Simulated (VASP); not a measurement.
# FePb (Pm-3m) in VASP: a series of runs, part 2 of 2

VASP 6.6.1. Earlier steps stand in the parts before.

### 3 Single point, PBE, collinear spin, ferromagnetic start

Input file INCAR:

```
SYSTEM = FePb
ALGO = Fast
EDIFF = 1E-6
ENCUT = 520
GGA = PE
ISIF = 2
ISMEAR = 0
ISPIN = 2
LASPH = .True.
LCHARG = .True.
LELF = .True.
LMAXMIX = 4
LORBIT = 11
LREAL = .False.
LVHAR = .True.
LWAVE = .False.
MAGMOM = 4.5 0
NBANDS = 22
NELM = 150
PREC = Accurate
SIGMA = 0.1
```

Input file KPOINTS:

```
k-points
0
Gamma
  12 12 12
  0 0 0
```

Input file POSCAR:

```
FePb
1.0
    3.3986418556      0.0000000000      0.0000000000
    0.0000000000      3.3986418556      0.0000000000
    0.0000000000      0.0000000000      3.3986418556
Fe Pb
1 1
Direct
    0.0000000000      0.0000000000      0.0000000000
    0.5000000000      0.5000000000      0.5000000000
```

Potentials or basis: VASP PAW PBE potentials, release 64 (Fe, Pb_d).

On the command line:

```console
> cat potpaw_PBE.64/Fe/POTCAR potpaw_PBE.64/Pb_d/POTCAR > POTCAR
> mpirun -np 1 vasp_std > vasp.out
```

OUTCAR:

```text
SYSTEM = FePb
   EDIFF = 1E-6
   ENCUT = 520
   GGA = PE
   ISIF = 2
   ISMEAR = 0
   ISPIN = 2
   LASPH = .True.
   LORBIT = 11
   LREAL = .False.
   NELM = 150
   PREC = Accurate

 ion  position               nearest neighbor table
   1  0.000  0.000  0.000-   2 2.94   2 2.94   2 2.94   2 2.94   2 2.94   2 2.94   2 2.94   2 2.94

   2  0.500  0.500  0.500-   1 2.94   1 2.94   1 2.94   1 2.94   1 2.94   1 2.94   1 2.94   1 2.94

  LATTYP: Found a simple cubic cell.
 ALAT       =     3.3986418556

  Lattice vectors:

 A1 = (   3.3986418556,   0.0000000000,   0.0000000000)
 A2 = (   0.0000000000,   3.3986418556,   0.0000000000)
 A3 = (   0.0000000000,   0.0000000000,   3.3986418556)

Analysis of symmetry for initial positions (statically):
=====================================================================
 Subroutine PRICEL returns:
 Original cell was already a primitive cell.

 Routine SETGRP: Setting up the symmetry group for a
 simple cubic supercell.

 Subroutine GETGRP returns: Found 48 space group operations
 (whereof 48 operations were pure point group operations)
 out of a pool of 48 trial point group operations.

The static configuration has the point symmetry O_h .

Analysis of symmetry for dynamics (positions and initial velocities):
=====================================================================
 Subroutine PRICEL returns:
 Original cell was already a primitive cell.

 Routine SETGRP: Setting up the symmetry group for a
 simple cubic supercell.

 Subroutine GETGRP returns: Found 48 space group operations
 (whereof 48 operations were pure point group operations)
 out of a pool of 48 trial point group operations.

The dynamic configuration has the point symmetry O_h .

Analysis of structural, dynamic, and magnetic symmetry:
=====================================================================
 Subroutine PRICEL returns:
 Original cell was already a primitive cell.

 Routine SETGRP: Setting up the symmetry group for a
 simple cubic supercell.

 Subroutine GETGRP returns: Found 48 space group operations
 (whereof 48 operations were pure point group operations)
 out of a pool of 48 trial point group operations.

The overall configuration has the point symmetry O_h .

 Subroutine INISYM returns: Found 48 space group operations
 (whereof 48 operations are pure point group operations),
 and found     1 'primitive' translations

----------------------------------------------------------------------------------------

                                     Primitive cell

  volume of cell :      39.2569

  direct lattice vectors                    reciprocal lattice vectors
     3.398641856  0.000000000  0.000000000     0.294235181  0.000000000  0.000000000
     0.000000000  3.398641856  0.000000000     0.000000000  0.294235181  0.000000000
     0.000000000  0.000000000  3.398641856     0.000000000  0.000000000  0.294235181

  length of vectors
     3.398641856  3.398641856  3.398641856     0.294235181  0.294235181  0.294235181

  position of ions in fractional coordinates (direct lattice)
     0.000000000  0.000000000  0.000000000
     0.500000000  0.500000000  0.500000000
[... 68 lines left out ...]
   PREC   = accura    normal or accurate (medium, high low for compatibility)
   ISTART =      0    job   : 0-new  1-cont  2-samecut
   ICHARG =      2    charge: 1-file 2-atom 10-const
   ISPIN  =      2    spin polarized calculation?
   LNONCOLLINEAR =      F non collinear calculations
   LSORBIT =      F    spin-orbit coupling
   LASPH  =      T    aspherical Exc in radial PAW
   ENCUT  =  520.0 eV  38.22 Ry    6.18 a.u.   6.32  6.32  6.32*2*pi/ulx,y,z
   NELM   =    150;   NELMIN=  2; NELMDL= -5     # of ELM steps
   EDIFF  = 0.1E-05   stopping-criterion for ELM
   LREAL  =      F    real-space projection
   EDIFFG = 0.1E-04   stopping-criterion for IOM
   NSW    =      0    number of steps for IOM
   IBRION =     -1    ionic relax: 0-MD 1-quasi-New 2-CG
   NFREE  =      0    steps in history (QN), initial steepest desc. (CG)
   ISIF   =      2    stress and relaxation
   ISYM   =      2    0-nonsym 1-usesym 2-fastsym
   POTIM  = 0.5000    time-step for ionic-motion
   TEBEG  =    0.0;   TEEND  =   0.0 temperature during run
   PSTRESS=    0.0 pullay stress
   NELECT =      22.0000    total number of electrons
   NUPDOWN=      -1.0000    fix difference up-down
   EMIN   =  10.00;   EMAX   =-10.00  energy-range for DOS
   EFERMI =   0.00;   METHOD = LEGACY
   ISMEAR =     0;   SIGMA  =   0.10  broadening in eV -4-tet -1-fermi 0-gaus
   EFERMI_NEDOS =   21; number of points for ismear=-14 and -15
   IALGO  =     68    algorithm
   IMIX   =      4    mixing-type and parameters
     AMIX     =   0.40;   BMIX     =  1.00
     AMIX_MAG =   1.60;   BMIX_MAG =  1.00
  volume/ion in A,a.u.               =      19.63       132.46
  Fermi-wavevector in a.u.,A,eV,Ry     =   1.349720  2.550601 24.786330  1.821744
  Thomas-Fermi vector in A             =   2.477284
   LORBIT       =     11    0 simple, 1 ext, 2 COOP (PROOUT), +10 PAW based schemes
   GGA     = PE    functional components
   LHFCALC =     F    Hartree Fock is set to
   AEXX    =    0.0000 exact exchange contribution
   IVDW    =     0    specifies the selected vdW correction
   LEPSILON=     F    determine dielectric tensor
   LRPA    =     F    only Hartree local field effects (RPA)
 spin polarized calculation
 RMM-DIIS sequential band-by-band and
 Gauss-broadening in eV      SIGMA  =   0.10
  energy-cutoff  :      520.00
  volume of cell :       39.26
 maximum number of plane-waves:      1074
 NGX is ok and might be reduce to    28

 number of electron      21.9999992 magnetization       2.5598106

 Free energy of the ion-electron system (eV)
  ---------------------------------------------------
  ext. energy  EPLUGINS =         0.00000000
  ---------------------------------------------------
  free energy    TOTEN  =       -10.43627379 eV

  energy without entropy =      -10.42625647  energy(sigma->0) =      -10.43126513

 E-fermi :   7.6802     XC(G=0): -11.4261

 val. band max:        7.6672584834   @ k =   0.1667   0.1667   0.0000
 cond. band min:       7.7025118396   @ k =   0.5000   0.3333   0.0833
 fundamental gap:      0.0352533562
 Fermi energy:         7.6802192711

 spin component 1

 k-point     1 :       0.0000    0.0000    0.0000
  band No.  band energies     occupation
      1      -9.3237      1.00000
      2      -9.3237      1.00000
      3      -8.9628      1.00000
      4      -8.9628      1.00000
      5      -8.9628      1.00000
      6      -4.1094      1.00000
[... 589 lines left out ...]
     21      23.4788      0.00000
     22      24.0124      0.00000

 [... further k-points ...]

 spin component 2

 k-point     1 :       0.0000    0.0000    0.0000
  band No.  band energies     occupation
      1      -9.3382      1.00000
      2      -9.3382      1.00000
      3      -8.9708      1.00000
      4      -8.9708      1.00000
      5      -8.9708      1.00000
      6      -4.1465      1.00000
[... 589 lines left out ...]
     21      23.7538      0.00000
     22      24.2993      0.00000

 [... further k-points ...]

------------------------ aborting loop because EDIFF is reached ----------------------------------------

  FORCE on cell =-STRESS in cart. coord.  units (eV):
  Direction    XX          YY          ZZ          XY          YZ          ZX
  --------------------------------------------------------------------------------------
  -------------------------------------------------------------------------------------
  Total       -0.0394377     -0.0394377     -0.0394377     -0.0000000      0.0000000     -0.0000000
  in kB       -1.6095556     -1.6095556     -1.6095556     -0.0000000      0.0000000     -0.0000000
  external PRESSURE =      -1.6095556 kB  Pullay stress =       0.0000000 kB

 VOLUME and BASIS-vectors are now :
 -----------------------------------------------------------------------------
  energy-cutoff  :      520.00
  volume of cell :       39.26
      direct lattice vectors                 reciprocal lattice vectors
     3.398641856  0.000000000  0.000000000     0.294235181  0.000000000  0.000000000
     0.000000000  3.398641856  0.000000000     0.000000000  0.294235181  0.000000000
     0.000000000  0.000000000  3.398641856     0.000000000  0.000000000  0.294235181

 POSITION                                       TOTAL-FORCE (eV/Angst)
 -----------------------------------------------------------------------------------
      0.00000      0.00000      0.00000         0.000000      0.000000      0.000000
      1.69932      1.69932      1.69932         0.000000      0.000000      0.000000
 -----------------------------------------------------------------------------------
    total drift:                                0.000000      0.000000      0.000000

  FREE ENERGIE OF THE ION-ELECTRON SYSTEM (eV)
  ---------------------------------------------------
  free  energy   TOTEN  =       -10.4362737904 eV

  energy  without entropy=      -10.4262564702  energy(sigma->0) =      -10.43126513

 total charge

# of ion       s       p       d       tot
------------------------------------------
    1        0.332   0.251   6.246   6.829
    2        1.314   0.940   9.829  12.083
--------------------------------------------------
tot          1.645   1.192  16.075  18.912

 magnetization (x)

# of ion       s       p       d       tot
------------------------------------------
    1        0.029   0.007   2.632   2.667
    2        0.029  -0.086   0.002  -0.055
--------------------------------------------------
tot          0.059  -0.080   2.633   2.612
```

OSZICAR:

```text
N       E                     dE             d eps       ncg     rms          rms(c)
DAV:   1     0.191767302450E+03    0.19177E+03   -0.10324E+04  7596   0.125E+03
DAV:   2     0.107172060845E+01   -0.19070E+03   -0.18154E+03  7470   0.305E+02
DAV:   3    -0.110889090495E+02   -0.12161E+02   -0.11980E+02  8766   0.907E+01
DAV:   4    -0.113782692685E+02   -0.28936E+00   -0.28922E+00  8672   0.145E+01
DAV:   5    -0.113891506455E+02   -0.10881E-01   -0.10881E-01  9802   0.280E+00    0.978E+00
RMM:   6    -0.138438168131E+02   -0.24547E+01   -0.83933E+00  8734   0.227E+01    0.241E+01
RMM:   7    -0.104281728759E+02    0.34156E+01   -0.26700E+00  8520   0.142E+01    0.256E+00
RMM:   8    -0.104398310995E+02   -0.11658E-01   -0.82906E-02  9006   0.235E+00    0.914E-01
RMM:   9    -0.104381132015E+02    0.17179E-02   -0.19662E-02  9246   0.948E-01    0.554E-01
RMM:  10    -0.104364977823E+02    0.16154E-02   -0.49739E-03  9998   0.600E-01    0.160E-01
RMM:  11    -0.104363218110E+02    0.17597E-03   -0.11328E-03 10698   0.316E-01    0.771E-02
RMM:  12    -0.104362813644E+02    0.40447E-04   -0.32335E-04 11788   0.158E-01    0.453E-02
RMM:  13    -0.104362742337E+02    0.71307E-05   -0.41137E-05 11085   0.550E-02    0.202E-02
RMM:  14    -0.104362745297E+02   -0.29603E-06   -0.12389E-05 10448   0.255E-02    0.742E-03
RMM:  15    -0.104362737904E+02    0.73935E-06   -0.24889E-06  7939   0.123E-02
   1 F= -.10436274E+02 E0= -.10431265E+02  d E =-.100173E-01  mag=     2.5599
```

stdout:

```text
POSCAR found type information on POSCAR FePb
 POSCAR found :  2 types and       2 ions
 scaLAPACK will be used
 LDA part: xc-table for (Slater+PW92), standard interpolation
 POSCAR, INCAR and KPOINTS ok, starting setup
 FFT: planning ... GRIDC
 FFT: planning ... GRID_SOFT
 FFT: planning ... GRID
 WAVECAR not read
 entering main loop
```

Run time: 1.8 min. Hardware: 1 thread of Oxide Virtual Turin-like, shared host; peak memory 0.22 GiB.

Results:

* Free energy: -10.4363 eV
* Pressure: -0.2 GPa
* Net moment: 2.56 μB per cell
* Site moments: Fe +2.67; Pb -0.06 μB
* Valence electrons inside the program's atomic spheres: Fe 6.83; Pb 12.08

Levels at points of the mesh, in eV from the Fermi level:
Spin up:
```csv
k point,band 10,band 11,band 12,band 13,band 14,band 15
"(0.00, 0.00, 0.00)",-2.12,-2.12,2.40,2.40,2.40,4.28
"(0.50, 0.00, 0.00)",-2.69,-2.16,-1.63,6.20,6.20,7.16
"(0.50, 0.50, 0.00)",-2.32,-2.32,-1.80,-1.35,0.73,7.22
"(0.50, 0.50, 0.50)",-1.79,-1.79,1.66,1.66,1.66,2.58
```
Spin down:
```csv
k point,band 6,band 7,band 8,band 9,band 10,band 11,band 12,band 13,band 14,band 15
"(0.00, 0.00, 0.00)",-11.83,-0.83,-0.83,0.46,0.46,0.46,2.44,2.44,2.44,4.81
"(0.50, 0.00, 0.00)",-9.51,-5.91,-0.77,-0.52,-0.52,0.41,0.80,6.61,6.61,7.34
"(0.50, 0.50, 0.00)",-7.78,-3.40,-3.40,-1.15,0.15,0.15,0.74,1.08,2.00,7.10
"(0.50, 0.50, 0.50)",-5.42,-2.92,-2.92,-2.92,0.77,0.77,2.73,2.73,2.73,3.14
```

Caveat: spin-orbit coupling is left out, which moves the levels of the heavy elements.

### 4 Single point, PBE, collinear spin, ferromagnetic start

Input file INCAR:

```
SYSTEM = FePb
PREC = Accurate
ENCUT = 520
EDIFF = 1E-6
ISMEAR = 0
SIGMA = 0.1
LREAL = .FALSE.
LASPH = .TRUE.
NELM = 150
ALGO = Normal
ISIF = 2
LWAVE = .FALSE.
LCHARG = .TRUE.
ISPIN = 2
MAGMOM = 0.5 0
LORBIT = 11
LMAXMIX = 4
GGA = PE
LELF = .TRUE.
LVHAR = .TRUE.
NBANDS = 22
```

Input file KPOINTS:

```
regular mesh
0
G
  12 12 12
  0 0 0
```

POSCAR is that of step 3.

On the command line:

```console
> cat potpaw_PBE.64/Fe/POTCAR potpaw_PBE.64/Pb_d/POTCAR > POTCAR
> mpirun -np 1 vasp_std > vasp.out
```

Wall time 2.8 min (1 thread of Oxide Virtual Turin-like, shared host); peak memory 0.22 GiB.

Results (log left out):

```yaml
Free_energy: -9.9481 eV
Pressure: -10.0 GPa
Band_gap_on_the_k_mesh: zero (filled and empty bands overlap)
Net_moment: 0.01 μB per cell
Valence_electrons_inside_the_program's_atomic_spheres: Fe 6.91; Pb 12.02
```

Levels at points of the mesh, in eV from the Fermi level:
Spin up:
| k point | band 9 | band 10 | band 11 | band 12 | band 13 | band 14 |
| --- | --- | --- | --- | --- | --- | --- |
| (0.00, 0.00, 0.00) | -0.19 | -0.19 | -0.19 | 2.71 | 2.71 | 2.71 |
| (0.50, 0.00, 0.00) | -0.98 | -0.98 | -0.24 | 0.20 | 6.67 | 6.67 |
| (0.50, 0.50, 0.00) | -1.35 | -0.45 | -0.45 | 0.11 | 0.46 | 1.79 |
| (0.50, 0.50, 0.50) | -2.94 | 0.13 | 0.13 | 2.78 | 2.78 | 2.78 |
Spin down:
| k point | band 7 | band 8 | band 9 | band 10 | band 11 | band 12 | band 13 | band 14 | band 15 | band 16 |
| --- | --- | --- | --- | --- | --- | --- | --- | --- | --- | --- |
| (0.00, 0.00, 0.00) | -1.21 | -1.21 | -0.18 | -0.18 | -0.18 | 2.71 | 2.71 | 2.71 | 4.89 | 8.76 |
| (0.50, 0.00, 0.00) | -5.65 | -1.18 | -0.98 | -0.98 | -0.23 | 0.22 | 6.67 | 6.67 | 7.59 | 9.23 |
| (0.50, 0.50, 0.00) | -3.08 | -3.08 | -1.34 | -0.44 | -0.44 | 0.13 | 0.46 | 1.80 | 7.37 | 10.01 |
| (0.50, 0.50, 0.50) | -2.94 | -2.94 | -2.94 | 0.15 | 0.15 | 2.78 | 2.78 | 2.78 | 3.03 | 3.03 |

Caveat: spin-orbit coupling is left out, which moves the levels of the heavy elements.

### 5 Single point, PBE, collinear spin, antiferromagnetic start

This run uses another cell than the first one: it holds 4 atoms, not 2.

Input file INCAR:

```
ALGO = Fast
EDIFF = 1E-6
ENCUT = 520
GGA = PE
ISIF = 2
ISMEAR = 0
ISPIN = 2
LASPH = True
LCHARG = False
LMAXMIX = 4
LORBIT = 11
LREAL = False
LWAVE = False
MAGMOM = 3 -3 0 0
NBANDS = 34
NELM = 150
PREC = Accurate
SIGMA = 0.1
```

Input file KPOINTS:

```
k-points
0
Gamma
  12 12 6
```

Input file POSCAR:

```
FePb
1.0
    3.3986418556      0.0000000000      3.3986418556
    0.0000000000      3.3986418556      3.3986418556
    0.0000000000      0.0000000000      6.7972837112
Fe Pb
2 2
Direct
    0.0000000000      1.0000000000      1.0000000000
    0.0000000000      1.0000000000      0.5000000000
    0.5000000000      0.5000000000      0.7500000000
    0.5000000000      0.5000000000      0.2500000000
```

On the command line:

```console
> cat potpaw_PBE.64/Fe/POTCAR potpaw_PBE.64/Pb_d/POTCAR > POTCAR
> mpirun -np 1 vasp_std > vasp.out
```

Run time: 12 min. Hardware: 1 thread of Oxide Virtual Turin-like, shared host; peak memory 0.38 GiB.

The run converged. Its results:

| Quantity | Value |
| --- | --- |
| Free energy | -20.6213 eV |
| Pressure | -0.1 GPa |
| Band gap on the k mesh | zero (filled and empty bands overlap) |
| Net moment | 0.00 μB per cell |
| Site moments | Fe +2.42, -2.42; Pb +0.00 μB |
| Valence electrons inside the program's atomic spheres | Fe 6.86; Pb 12.08 |

Levels at points of the mesh, in eV from the Fermi level:
Spin up:
```tsv
k point	band 20	band 21	band 22	band 23	band 24	band 25
(0.00, 0.00, 0.00)	-0.85	0.39	0.39	2.26	2.26	2.26
(0.50, 0.00, 0.00)	-1.48	-0.46	-0.46	-0.06	0.41	0.48
(0.00, 0.00, 0.50)	-1.62	-0.53	-0.07	-0.07	0.74	0.81
```
Spin down:
```
           k point  band 20  band 21  band 22  band 23  band 24  band 25
(0.00, 0.00, 0.00)    -0.85     0.39     0.39     2.26     2.26     2.26
(0.50, 0.00, 0.00)    -1.48    -0.46    -0.46    -0.06     0.41     0.48
(0.00, 0.00, 0.50)    -1.62    -0.53    -0.07    -0.07     0.74     0.81
```

Caveat: spin-orbit coupling is left out, which moves the levels of the heavy elements.
